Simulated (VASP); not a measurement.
**GdH2IBr4: single point with PBE+U**

The system is GdH2IBr4.

```
Gd H Br I
1.0
     4.28915    0.01923   -0.00938
     0.01923    4.26496    0.04829
    -0.02287    0.11783   10.50978
Gd H Br I
1 2 4 1
Direct
  0.00622 0.01760 0.00145
  0.50092 0.49437 0.74282
  0.49871 0.49716 0.26179
  0.51212 0.00769 0.85651
  0.00163 0.49816 0.84944
  0.50697 0.01319 0.14200
  0.00423 0.48939 0.14307
  0.99377 0.99323 0.50107
```

- Program: VASP 6.6.1
- Task: single point
- Functional: PBE
- Potentials or basis: VASP PAW PBE potentials, release 64 (Gd, H, Br, I)
- Cutoff: 520 eV
- k mesh: 4 × 4 × 2, shifted
- Occupations: fermi-dirac, width 0.1 eV
- Spin: collinear spin, ferromagnetic start
- Starting moments: [5.07, 0.6, 0.6, 0.6, 0.6, 0.6, 0.6, 0.6] μB
- Hubbard terms: Gd f U = 5.07 eV
- Dipole correction: no
- k mesh for the DOS: 6 × 6 × 3
- Occupations for the DOS: tetrahedron
- Further INCAR settings: ALGO = Normal; EDIFF = 1e-06

The net moment is 8.04 μB per cell. The site moments are Gd +6.85; H +0.20, +0.25; Br -0.03, -0.02, -0.01 (each value once); I +0.06 μB. The valence electrons inside the program's atomic spheres are Gd 15.47; H 0.34, 0.36; Br 4.97, 4.95 (each value once); I 4.23.

Levels at points of the mesh, in eV from the Fermi level:
Spin up:
| k point | band 28 | band 29 | band 30 | band 31 | band 32 | band 33 | band 34 | band 35 | band 36 | band 37 |
| --- | --- | --- | --- | --- | --- | --- | --- | --- | --- | --- |
| (0.00, 0.00, 0.00) | -0.54 | -0.50 | -0.40 | -0.12 | 0.03 | 0.06 | 2.46 | 2.94 | 5.09 | 6.27 |
| (0.50, 0.00, 0.00) | -1.64 | -1.43 | -0.26 | 0.15 | 0.22 | 0.88 | 2.65 | 3.88 | 5.39 | 5.44 |
| (0.00, 0.50, 0.00) | -1.46 | -1.42 | -0.25 | 0.12 | 0.21 | 0.84 | 2.81 | 3.73 | 5.39 | 5.51 |
| (0.50, 0.50, 0.00) | -1.10 | -0.30 | -0.24 | 0.15 | 0.36 | 0.77 | 2.95 | 4.17 | 5.23 | 5.35 |
Spin down:
| k point | band 19 | band 20 | band 21 | band 22 | band 23 | band 24 | band 25 | band 26 | band 27 | band 28 |
| --- | --- | --- | --- | --- | --- | --- | --- | --- | --- | --- |
| (0.00, 0.00, 0.00) | -0.79 | -0.68 | -0.63 | -0.44 | 0.10 | 0.13 | 0.39 | 1.44 | 3.18 | 3.81 |
| (0.50, 0.00, 0.00) | -2.62 | -2.25 | -1.65 | -1.35 | -0.27 | 0.29 | 1.87 | 2.57 | 3.36 | 4.14 |
| (0.00, 0.50, 0.00) | -2.61 | -2.47 | -1.46 | -1.36 | -0.26 | 0.28 | 1.83 | 2.55 | 3.54 | 4.13 |
| (0.50, 0.50, 0.00) | -1.08 | -1.04 | -0.39 | -0.26 | 0.16 | 0.39 | 0.72 | 1.73 | 3.68 | 4.19 |

Eigenvalues of the final occupation matrices:
```csv
site,spin,trace,eigenvalues
site 1 f,1,6.95,0.99 0.99 0.99 0.99 0.99 0.99 1.00
site 1 f,2,0.10,0.01 0.01 0.01 0.01 0.01 0.01 0.05
```

Wall time 22 min on 1 thread of Intel(R) Xeon(R) Platinum 8375C CPU @ 2.90GHz (Ice Lake) (shared host), peak memory 0.8 GiB.

Caveat: the k points lie up to 0.37 Å⁻¹ apart; spin-orbit coupling is left out, which moves the levels of the heavy elements. The state reached can hang on the start; a lower one may exist.
